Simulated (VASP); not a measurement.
# Al (Fm-3m) in VASP: single point with HSE06

Aim: the single point of Al with HSE06.

Program: VASP 6.6.1. These are calculated values, not measurements. Logs are shortened: lines on timing, memory, paths and dates and some standing lists are left out, and cuts for length are marked.

### Step 1. The cell of the first run

The structure is cubic, space group Fm-3m (No. 225). The conventional cell has a = 4.013 Å, b = 4.013 Å, c = 4.013 Å, α = 90.00°, β = 90.00°, γ = 90.00°. Within 3.7 Å of Al (site symmetry m-3m) lie 12 Al at 2.84 Å.

### Step 2. Single point, HSE06

The input, POSCAR:

```
Al
1.0
    0.0000000000      2.0066394856      2.0066394856
    2.0066394856      0.0000000000      2.0066394856
    2.0066394856      2.0066394856      0.0000000000
Al
1
Direct
    0.0000000000      0.0000000000      0.0000000000
```

The input, INCAR.step1:

```
ALGO = Normal
EDIFF = 1E-5
ENCUT = 520
GGA = PE
ISIF = 2
ISMEAR = 0
LASPH = True
LREAL = False
LWAVE = True
NBANDS = 8
NELM = 60
PREC = Accurate
SIGMA = 0.05
```

The input, INCAR.step2:

```
ALGO = Normal
EDIFF = 1E-7
ENCUT = 520
GGA = PE
HFSCREEN = 0.2079
ISIF = 2
ISMEAR = 0
ISTART = 1
LASPH = True
LCHARG = True
LELF = True
LHFCALC = True
LREAL = False
LVHAR = True
LWAVE = False
NBANDS = 8
NELM = 60
PREC = Accurate
PRECFOCK = Normal
SIGMA = 0.05
```

The input, KPOINTS:

```
k-points
0
Gamma
  10 10 10
```

Potentials or basis: VASP PAW PBE potentials, release 64 (Al).

On the command line:

```bash
$ cat potpaw_PBE.64/Al/POTCAR > POTCAR
$ cp INCAR.step1 INCAR
$ mpirun -np 1 vasp_std > vasp.out
$ cp INCAR.step2 INCAR
$ mpirun -np 1 vasp_std > vasp.out
```

OUTCAR:

```text
EDIFF = 1E-7
   ENCUT = 520
   GGA = PE
   HFSCREEN = 0.2079
   ISIF = 2
   ISMEAR = 0
   ISTART = 1
   LASPH = True
   LHFCALC = True
   LREAL = False
   NELM = 60
   PREC = Accurate
   PRECFOCK = Normal

 ion  position               nearest neighbor table
   1  0.000  0.000  0.000-

  LATTYP: Found a face centered cubic cell.
 ALAT       =     4.0132789712

  Lattice vectors:

 A1 = (   0.0000000000,   2.0066394856,   2.0066394856)
 A2 = (   2.0066394856,   0.0000000000,   2.0066394856)
 A3 = (   2.0066394856,   2.0066394856,   0.0000000000)

Analysis of symmetry for initial positions (statically):
=====================================================================
 Subroutine PRICEL returns:
 Original cell was already a primitive cell.

 Routine SETGRP: Setting up the symmetry group for a
 face centered cubic supercell.

 Subroutine GETGRP returns: Found 48 space group operations
 (whereof 48 operations were pure point group operations)
 out of a pool of 48 trial point group operations.

The static configuration has the point symmetry O_h .

Analysis of symmetry for dynamics (positions and initial velocities):
=====================================================================
 Subroutine PRICEL returns:
 Original cell was already a primitive cell.

 Routine SETGRP: Setting up the symmetry group for a
 face centered cubic supercell.

 Subroutine GETGRP returns: Found 48 space group operations
 (whereof 48 operations were pure point group operations)
 out of a pool of 48 trial point group operations.

The dynamic configuration has the point symmetry O_h .

 Subroutine INISYM returns: Found 48 space group operations
 (whereof 48 operations are pure point group operations),
 and found     1 'primitive' translations

----------------------------------------------------------------------------------------

                                     Primitive cell

  volume of cell :      16.1599

  direct lattice vectors                    reciprocal lattice vectors
     0.000000000  2.006639486  2.006639486    -0.249172810  0.249172810  0.249172810
     2.006639486  0.000000000  2.006639486     0.249172810 -0.249172810  0.249172810
     2.006639486  2.006639486  0.000000000     0.249172810  0.249172810 -0.249172810

  length of vectors
     2.837816775  2.837816775  2.837816775     0.431579967  0.431579967  0.431579967

  position of ions in fractional coordinates (direct lattice)
     0.000000000  0.000000000  0.000000000

  ion indices of the primitive-cell ions
   primitive index   ion index
                 1           1

----------------------------------------------------------------------------------------

 KPOINTS: k-points

Automatic generation of k-mesh.
 Grid dimensions read from file:
 generate k-points for:   10   10   10

 Generating k-lattice:

  Cartesian coordinates                     Fractional coordinates (reciprocal lattice)
    -0.024917281  0.024917281  0.024917281     0.100000000  0.000000000  0.000000000
     0.024917281 -0.024917281  0.024917281     0.000000000  0.100000000  0.000000000
     0.024917281  0.024917281 -0.024917281     0.000000000  0.000000000  0.100000000

  Length of vectors
     0.043157997  0.043157997  0.043157997

  Shift w.r.t. Gamma in fractional coordinates (k-lattice)
     0.000000000  0.000000000  0.000000000

 Subroutine IBZKPT returns following result:
 ===========================================

 Found     47 irreducible k-points:

 Following reciprocal coordinates:
            Coordinates               Weight
  0.000000  0.000000  0.000000      1.000000
  0.100000  0.000000  0.000000      8.000000
  0.200000  0.000000  0.000000      8.000000
  0.300000  0.000000  0.000000      8.000000
  0.400000  0.000000  0.000000      8.000000
  0.500000  0.000000  0.000000      4.000000
[... 16 lines left out ...]
  0.300000  0.300000  0.000000      6.000000
  0.400000  0.300000  0.000000     24.000000
 [... further k-points ...]
   k-points           NKPTS =     47   k-points in BZ     NKDIM =   1000   number of bands    NBANDS=      8
   number of dos      NEDOS =    301   number of ions     NIONS =      1
   total plane-waves  NPLWV =  13824
   dimension x,y,z NGX =    24 NGY =   24 NGZ =   24
   dimension x,y,z NGXF=    48 NGYF=   48 NGZF=   48
   ions per type =               1
   NGX,Y,Z   is equivalent  to a cutoff of  14.06, 14.06, 14.06 a.u.
   NGXF,Y,Z  is equivalent  to a cutoff of  28.12, 28.12, 28.12 a.u.
 SYSTEM =  unknown system
   PREC   = accura    normal or accurate (medium, high low for compatibility)
   ISTART =      1    job   : 0-new  1-cont  2-samecut
   ICHARG =      0    charge: 1-file 2-atom 10-const
   ISPIN  =      1    spin polarized calculation?
   LNONCOLLINEAR =      F non collinear calculations
   LSORBIT =      F    spin-orbit coupling
   LASPH  =      T    aspherical Exc in radial PAW
   ENCUT  =  520.0 eV  38.22 Ry    6.18 a.u.   5.28  5.28  5.28*2*pi/ulx,y,z
   NELM   =     60;   NELMIN=  2; NELMDL=  0     # of ELM steps
   EDIFF  = 0.1E-06   stopping-criterion for ELM
   LREAL  =      F    real-space projection
   EDIFFG = 0.1E-05   stopping-criterion for IOM
   NSW    =      0    number of steps for IOM
   IBRION =     -1    ionic relax: 0-MD 1-quasi-New 2-CG
   NFREE  =      0    steps in history (QN), initial steepest desc. (CG)
   ISIF   =      2    stress and relaxation
   ISYM   =      3    0-nonsym 1-usesym 2-fastsym
   POTIM  = 0.5000    time-step for ionic-motion
   TEBEG  =    0.0;   TEEND  =   0.0 temperature during run
   PSTRESS=    0.0 pullay stress
   NELECT =       3.0000    total number of electrons
   NUPDOWN=      -1.0000    fix difference up-down
   EMIN   =  10.00;   EMAX   =-10.00  energy-range for DOS
   EFERMI =   0.00;   METHOD = LEGACY
   ISMEAR =     0;   SIGMA  =   0.05  broadening in eV -4-tet -1-fermi 0-gaus
   EFERMI_NEDOS =   21; number of points for ismear=-14 and -15
   IALGO  =     38    algorithm
   IMIX   =      1    mixing-type and parameters
     AMIX     =   0.40;   BMIX     =  1.00
     AMIX_MAG =   1.60;   BMIX_MAG =  1.00
  volume/ion in A,a.u.               =      16.16       109.05
  Fermi-wavevector in a.u.,A,eV,Ry     =   0.933905  1.764824 11.866702  0.872178
  Thomas-Fermi vector in A             =   2.060654
   LORBIT       =      0    0 simple, 1 ext, 2 COOP (PROOUT), +10 PAW based schemes
   GGA     = PE    functional components
   LHFCALC =     T    Hartree Fock is set to
   PRECFOCK=normal    Normal, Fast or Accurate (Low or Medium for compatibility)
   ENCUT4O =  -1.0   cutoff for four orbital integrals eV
   NKREDX  =     1    reduce k-point grid by
   NKREDY  =     1    reduce k-point grid by
   NKREDZ  =     1    reduce k-point grid by
   AEXX    =    0.2500 exact exchange contribution
   HFSCREEN=    0.2079 screening length (either q_TF or 0.3 A-1)
   HFSCREENC=   0.2079 screening length for correlation (either q_TF or 0.3 A-1)
   ENCUTFOCK=  -1.0 apply spherical cutoff to Coloumb kernel
   IVDW    =     0    specifies the selected vdW correction
   LEPSILON=     F    determine dielectric tensor
   LRPA    =     F    only Hartree local field effects (RPA)
 non-spin polarized calculation
 Gauss-broadening in eV      SIGMA  =   0.05
  energy-cutoff  :      520.00
  volume of cell :       16.16
 maximum number of plane-waves:       444
 NGX is ok and might be reduce to    24
  NGX = 16; NGY = 16; NGZ = 16

 number of electron       3.0000000 magnetization

 Free energy of the ion-electron system (eV)
  ---------------------------------------------------
  ext. energy  EPLUGINS =         0.00000000
  ---------------------------------------------------
  free energy    TOTEN  =        -4.08062825 eV

  energy without entropy =       -4.07929051  energy(sigma->0) =       -4.07995938

 E-fermi :   8.3615     XC(G=0):  -8.4713

 val. band max:        8.3350925434   @ k =  -0.4000   0.4000   0.1000
 cond. band min:       8.3771238794   @ k =  -0.4000   0.4000   0.0000
 fundamental gap:      0.0420313360
 Fermi energy:         8.3614576402

 k-point     1 :       0.0000    0.0000    0.0000
  band No.  band energies     occupation
      1      -4.6435      2.00000
      2      22.0400      0.00000
      3      22.0400      0.00000
      4      22.0400      0.00000
      5      23.7136      0.00000
      6      23.7136      0.00000
      7      23.7136      0.00000
      8      25.8086      0.00000

 k-point     2 :       0.1000    0.0000    0.0000
  band No.  band energies     occupation
      1      -4.3352      2.00000
      2      18.5512      0.00000
      3      21.3014      0.00000
      4      21.3014      0.00000
      5      24.2797      0.00000
      6      24.8865      0.00000
      7      24.8865      0.00000
      8      27.8140      0.00000

 k-point     3 :       0.2000    0.0000    0.0000
  band No.  band energies     occupation
      1      -3.4117      2.00000
      2      14.2309      0.00000
      3      20.5076      0.00000
      4      20.5076      0.00000
      5      23.9336      0.00000
      6      25.2883      0.00000
      7      25.2883      0.00000
      8      27.3935      0.00000

 k-point     4 :       0.3000    0.0000    0.0000
  band No.  band energies     occupation
      1      -1.8769      2.00000
      2      10.1138      0.00000
      3      20.1372      0.00000
      4      20.1372      0.00000
      5      23.4146      0.00000
      6      23.4146      0.00000
      7      23.7317      0.00000
      8      27.4464      0.00000

 k-point     5 :       0.4000    0.0000    0.0000
  band No.  band energies     occupation
      1       0.2646      2.00000
      2       6.3342      2.00000
      3      20.2379      0.00000
      4      20.2379      0.00000
      5      21.8871      0.00000
      6      21.8871      0.00000
      7      23.9269      0.00000
      8      25.8837      0.00000

 k-point     6 :       0.5000    0.0000    0.0000
  band No.  band energies     occupation
      1       2.8429      2.00000
      2       3.1883      2.00000
      3      20.7823      0.00000
      4      20.7823      0.00000
      5      20.8618      0.00000
      6      20.8618      0.00000
      7      24.3891      0.00000
      8      24.9444      0.00000

 k-point     7 :       0.1000    0.1000    0.0000
  band No.  band energies     occupation
      1      -4.2325      2.00000
      2      19.8279      0.00000
      3      19.8279      0.00000
      4      20.0304      0.00000
      5      22.8666      0.00000
      6      25.4916      0.00000
      7      26.4636      0.00000
      8      26.4636      0.00000
[... 133 lines left out ...]
 k-point    20 :      -0.4000    0.2000    0.0000
  band No.  band energies     occupation
      1       3.0928      2.00000
      2       5.1223      2.00000
      3      13.0764      0.00000
      4      17.5829      0.00000
      5      19.5141      0.00000
      6      25.8292      0.00000
      7      28.4507      0.00000
      8      31.5388      0.00000

 k-point    21 :      -0.3000    0.2000    0.0000
  band No.  band energies     occupation
      1       0.5691      2.00000
      2       8.4814      0.00069
      3      12.7002      0.00000
      4      18.8323      0.00000
      5      20.8551      0.00000
      6      25.3949      0.00000
      7      27.8856      0.00000
      8      28.7156      0.00000

 k-point    22 :      -0.2000    0.2000    0.0000
  band No.  band energies     occupation
      1      -1.3665      2.00000
      2      11.7000      0.00000
      3      13.4273      0.00000
      4      20.5619      0.00000
      5      22.6363      0.00000
      6      24.9705      0.00000
      7      26.1038      0.00000
      8      27.0699      0.00000

 k-point    23 :       0.3000    0.3000    0.0000
  band No.  band energies     occupation
      1      -0.9611      2.00000
      2      14.8207      0.00000
      3      15.6224      0.00000
      4      15.8962      0.00000
      5      15.8962      0.00000
      6      19.7082      0.00000
      7      32.2288      0.00000
      8      33.5083      0.00000

 k-point    24 :       0.4000    0.3000    0.0000
  band No.  band energies     occupation
      1       0.5611      2.00000
      2      12.1090      0.00000
      3      12.6513      0.00000
      4      15.4790      0.00000
      5      16.8390      0.00000
      6      20.7237      0.00000
      7      31.4926      0.00000
      8      33.8773      0.00000

 [... further k-points ...]

------------------------ aborting loop because EDIFF is reached ----------------------------------------

  FORCE on cell =-STRESS in cart. coord.  units (eV):
  Direction    XX          YY          ZZ          XY          YZ          ZX
  --------------------------------------------------------------------------------------
  -------------------------------------------------------------------------------------
  Total        0.0144938      0.0144938      0.0144938     -0.0000000     -0.0000000      0.0000000
  in kB        1.4369937      1.4369937      1.4369937     -0.0000000     -0.0000000      0.0000000
  external PRESSURE =       1.4369937 kB  Pullay stress =       0.0000000 kB

 VOLUME and BASIS-vectors are now :
 -----------------------------------------------------------------------------
  energy-cutoff  :      520.00
  volume of cell :       16.16
      direct lattice vectors                 reciprocal lattice vectors
     0.000000000  2.006639486  2.006639486    -0.249172810  0.249172810  0.249172810
     2.006639486  0.000000000  2.006639486     0.249172810 -0.249172810  0.249172810
     2.006639486  2.006639486  0.000000000     0.249172810  0.249172810 -0.249172810

 POSITION                                       TOTAL-FORCE (eV/Angst)
 -----------------------------------------------------------------------------------
      0.00000      0.00000      0.00000        -0.000000      0.000000      0.000000
 -----------------------------------------------------------------------------------
    total drift:                                0.000020      0.000032      0.000024

  FREE ENERGIE OF THE ION-ELECTRON SYSTEM (eV)
  ---------------------------------------------------
  free  energy   TOTEN  =        -4.0806282507 eV

  energy  without entropy=       -4.0792905131  energy(sigma->0) =       -4.07995938
```

Wall time 14 min (1 thread of Intel Xeon Platinum 8375C at 2.90GHz (Ice Lake), shared host); peak memory 0.25 GiB.

What came out:

```yaml
Free_energy: -4.0806 eV
Pressure: 0.1 GPa
Band_gap_on_the_k_mesh: zero (an odd number of electrons rules out a gap without spin polarisation)
```

Levels at points of the mesh, in eV from the Fermi level:
| k point | band 1 | band 2 | band 3 | band 4 | band 5 |
| --- | --- | --- | --- | --- | --- |
| (0.00, 0.00, 0.00) | -13.00 | 13.68 | 13.68 | 13.68 | 15.35 |
| (0.50, 0.00, 0.00) | -5.52 | -5.17 | 12.42 | 12.42 | 12.50 |
| (0.50, 0.50, 0.00) | -3.62 | -1.88 | 5.70 | 6.19 | 6.19 |

Caveat: the PAW data sets were made with another functional, which shifts forces and pressure a little.

The gap in the log of VASP goes by the Fermi energy; the results here count the filled bands.